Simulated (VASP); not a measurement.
# MoS2 (P6_3/mmc) in VASP: single point with PBE+D3(BJ)

Aim: the single point of MoS2 with PBE+D3(BJ).

Everything below comes from runs of VASP 6.6.1. Logs are shortened: lines on timing, memory, paths and dates and some standing lists are left out, and cuts for length are marked.

**Measured values to compare with.**

From “Multiwavelength excitation Raman Scattering Analysis of bulk and 2 dimensional MoS2: Vibrational properties of atomically thin MoS2 layers”, 2015, arxiv:1506.03228, for a bulk crystal of MoS2 at 300 K: band gap 1.3 eV (indirect).

How close the calculation comes is told below.

**1. The cell of the first run**

The structure is hexagonal, space group P6_3/mmc (No. 194). The conventional cell has a = 3.149 Å, b = 3.149 Å, c = 12.089 Å, α = 90.00°, β = 90.00°, γ = 120.00°. Mo (site symmetry -6m2) has 6 S at 2.40 Å and 6 Mo at 3.15 Å within 3.2 Å. Within 3.2 Å of S (site symmetry 3m) lie 3 Mo at 2.40 Å and 7 S at 3.13 to 3.15 Å.

**2. Single point, PBE+D3(BJ)**

INCAR reads:

```
ALGO = Normal ; EDIFF = 1E-7
ENCUT = 520 ; GGA = PE
ISIF = 2 ; ISMEAR = 0
IVDW = 12 ; LASPH = T
LCHARG = F ; LREAL = F
LWAVE = F ; NBANDS = 35
NELM = 80 ; PREC = Accurate
SIGMA = 0.02
```

KPOINTS reads:

```
k-points
0
Gamma
  15 15 4
```

POSCAR reads:

```
MoS2
1.0
    3.1492953906      0.0000000000      0.0000000000
   -1.5746476953      2.7273698123      0.0000000000
    0.0000000000      0.0000000000     12.0890895582
Mo S
2 4
Direct
    0.3333333333      0.6666666667      0.2500000000
    0.6666666667      0.3333333333      0.7500000000
    0.3333333333      0.6666666667      0.6204762143
    0.6666666667      0.3333333333      0.1204762143
    0.3333333333      0.6666666667      0.8795237857
    0.6666666667      0.3333333333      0.3795237857
```

Potentials or basis: VASP PAW PBE potentials, release 64 (Mo_sv, S).

Command:

```console
$ cat potpaw_PBE.64/Mo_sv/POTCAR potpaw_PBE.64/S/POTCAR > POTCAR
$ mpirun -np 1 vasp_std > vasp.out
```

OUTCAR:

```text
EDIFF = 1E-7
   ENCUT = 520
   GGA = PE
   ISIF = 2
   ISMEAR = 0
   IVDW = 12
   LASPH = T
   LREAL = F
   NELM = 80
   PREC = Accurate
 IVDW          = 12

 ion  position               nearest neighbor table
   1  0.333  0.667  0.250-   4 2.40   6 2.40   4 2.40   6 2.40   4 2.40   6 2.40
   2  0.667  0.333  0.750-   3 2.40   5 2.40   3 2.40   5 2.40   3 2.40   5 2.40
   3  0.333  0.667  0.620-   2 2.40   2 2.40   2 2.40
   4  0.667  0.333  0.120-   1 2.40   1 2.40   1 2.40
   5  0.333  0.667  0.880-   2 2.40   2 2.40   2 2.40
   6  0.667  0.333  0.380-   1 2.40   1 2.40   1 2.40

  LATTYP: Found a hexagonal cell.
 ALAT       =     3.1492953906
 C/A-ratio  =     3.8386648627

  Lattice vectors:

 A1 = (   3.1492953906,   0.0000000000,   0.0000000000)
 A2 = (  -1.5746476953,   2.7273698123,   0.0000000000)
 A3 = (   0.0000000000,   0.0000000000,  12.0890895582)

Analysis of symmetry for initial positions (statically):
=====================================================================
 Subroutine PRICEL returns:
 Original cell was already a primitive cell.

 Routine SETGRP: Setting up the symmetry group for a
 hexagonal supercell.

 Subroutine GETGRP returns: Found 24 space group operations
 (whereof 12 operations were pure point group operations)
 out of a pool of 24 trial point group operations.

The static configuration has the point symmetry D_3d.
 The point group associated with its full space group is D_6h.

Analysis of symmetry for dynamics (positions and initial velocities):
=====================================================================
 Subroutine PRICEL returns:
 Original cell was already a primitive cell.

 Routine SETGRP: Setting up the symmetry group for a
 hexagonal supercell.

 Subroutine GETGRP returns: Found 24 space group operations
 (whereof 12 operations were pure point group operations)
 out of a pool of 24 trial point group operations.

The dynamic configuration has the point symmetry D_3d.
 The point group associated with its full space group is D_6h.

 Subroutine INISYM returns: Found 24 space group operations
 (whereof 12 operations are pure point group operations),
 and found     1 'primitive' translations

----------------------------------------------------------------------------------------

[... 100 lines left out ...]
   EDIFF  = 0.1E-06   stopping-criterion for ELM
   LREAL  =      F    real-space projection
   EDIFFG = 0.1E-05   stopping-criterion for IOM
   NSW    =      0    number of steps for IOM
   IBRION =     -1    ionic relax: 0-MD 1-quasi-New 2-CG
   NFREE  =      0    steps in history (QN), initial steepest desc. (CG)
   ISIF   =      2    stress and relaxation
   ISYM   =      2    0-nonsym 1-usesym 2-fastsym
   POTIM  = 0.5000    time-step for ionic-motion
   TEBEG  =    0.0;   TEEND  =   0.0 temperature during run
   PSTRESS=    0.0 pullay stress
   NELECT =      52.0000    total number of electrons
   NUPDOWN=      -1.0000    fix difference up-down
   EMIN   =  10.00;   EMAX   =-10.00  energy-range for DOS
   EFERMI =   0.00;   METHOD = LEGACY
   ISMEAR =     0;   SIGMA  =   0.02  broadening in eV -4-tet -1-fermi 0-gaus
   EFERMI_NEDOS =   21; number of points for ismear=-14 and -15
   IALGO  =     38    algorithm
   IMIX   =      4    mixing-type and parameters
     AMIX     =   0.40;   BMIX     =  1.00
     AMIX_MAG =   1.60;   BMIX_MAG =  1.00
  volume/ion in A,a.u.               =      17.31       116.79
  Fermi-wavevector in a.u.,A,eV,Ry     =   1.300047  2.456732 22.995496  1.690121
  Thomas-Fermi vector in A             =   2.431271
   LORBIT       =      0    0 simple, 1 ext, 2 COOP (PROOUT), +10 PAW based schemes
   GGA     = PE    functional components
   LHFCALC =     F    Hartree Fock is set to
   AEXX    =    0.0000 exact exchange contribution
   IVDW    =    12    specifies the selected vdW correction
   LEPSILON=     F    determine dielectric tensor
   LRPA    =     F    only Hartree local field effects (RPA)
 non-spin polarized calculation
 Gauss-broadening in eV      SIGMA  =   0.02
  energy-cutoff  :      520.00
  volume of cell :      103.84
 maximum number of plane-waves:      2822
 NGX is ok and might be reduce to    24
   NGX = 11   NGY = 11   NGZ = 45

 number of electron      52.0000003 magnetization

 Free energy of the ion-electron system (eV)
  ---------------------------------------------------
  ext. energy  EPLUGINS =         0.00000000
  ---------------------------------------------------
  free energy    TOTEN  =       -43.54505113 eV

  energy without entropy =      -43.54505113  energy(sigma->0) =      -43.54505113

 E-fermi :   8.0959     XC(G=0): -11.0153

 val. band max:        7.9482811839   @ k =   0.0000   0.0000   0.0000
 cond. band min:       8.7781531587   @ k =   0.2000   0.1333   0.0000
 fundamental gap:      0.8298719748
 Fermi energy:         8.0958587825

 k-point     1 :       0.0000    0.0000    0.0000
  band No.  band energies     occupation
      1     -53.5903      2.00000
      2     -53.5903      2.00000
      3     -27.7540      2.00000
      4     -27.7539      2.00000
      5     -27.5125      2.00000
      6     -27.5125      2.00000
[... 901 lines left out ...]
     34      12.3378      0.00000
     35      13.9087      0.00000

 [... further k-points ...]

------------------------ aborting loop because EDIFF is reached ----------------------------------------

 Edisp (eV)   -2.62533

 E8    (eV) :    -1.0586

  FORCE on cell =-STRESS in cart. coord.  units (eV):
  Direction    XX          YY          ZZ          XY          YZ          ZX
  --------------------------------------------------------------------------------------
  -------------------------------------------------------------------------------------
  Total      -0.07258    -0.07258    -0.10669    -0.00000    -0.00000     0.00000
  in kB      -1.11986    -1.11986    -1.64618    -0.00000    -0.00000     0.00000
  external pressure =       -1.30 kB  Pullay stress =        0.00 kB

 VOLUME and BASIS-vectors are now :
 -----------------------------------------------------------------------------
  energy-cutoff  :      520.00
  volume of cell :      103.84
      direct lattice vectors                 reciprocal lattice vectors
     3.149295391  0.000000000  0.000000000     0.317531345  0.183326807  0.000000000
    -1.574647695  2.727369812  0.000000000     0.000000000  0.366653615  0.000000000
     0.000000000  0.000000000 12.089089558     0.000000000  0.000000000  0.082719215

 POSITION                                       TOTAL-FORCE (eV/Angst)
 -----------------------------------------------------------------------------------
     -0.00000      1.81825      3.02227         0.000000     -0.000000      0.000000
      1.57465      0.90912      9.06682        -0.000000     -0.000000      0.000000
     -0.00000      1.81825      7.50099         0.000000      0.000000      0.013396
      1.57465      0.90912      1.45645         0.000000      0.000000      0.013396
     -0.00000      1.81825     10.63264        -0.000000     -0.000000     -0.013396
      1.57465      0.90912      4.58810         0.000000      0.000000     -0.013396
 -----------------------------------------------------------------------------------
    total drift:                               -0.000000      0.000000     -0.000000

  FREE ENERGIE OF THE ION-ELECTRON SYSTEM (eV)
  ---------------------------------------------------
  free  energy   TOTEN  =       -46.1703857160 eV

  energy  without entropy=      -46.1703857160  energy(sigma->0) =      -46.17038572
```

Wall time 5.7 min (1 thread of AMD EPYC 7R43 (Zen 3), shared host); peak memory 0.34 GiB.

Results:

| Item | Value |
| --- | --- |
| Free energy | -46.1704 eV |
| Pressure | -0.1 GPa |
| Largest force | 0.013 eV/Å |
| Band gap on the k mesh | 0.83 eV (least direct gap 1.70 eV) |
| Dispersion energy per atom | -0.438 eV |

Forces on the atoms (eV/Å):
```
Mo   0.000  0.000  0.000
Mo   0.000  0.000  0.000
S    0.000  0.000  0.013
S    0.000  0.000  0.013
S    0.000  0.000 -0.013
S    0.000  0.000 -0.013
```

Caveat: an odd mesh through Γ misses points on the zone boundary, where band edges can lie.

**3. How close it comes**

Step 2. Measured gap of MoS2: 1.3 eV (indirect; 300 K; “Multiwavelength excitation Raman Scattering Analysis of bulk and 2 dimensional MoS2: Vibrational properties of atomically thin MoS2 layers”, 2015, arxiv:1506.03228). This calculation gives 0.83 eV (-0.47 eV). Spin-orbit coupling on Mo is left out. The value is that of PBE+D3(BJ) on a finite k mesh, which can miss the band edges, without temperature or zero-point motion. Semilocal functionals fall short of measured gaps as a rule.
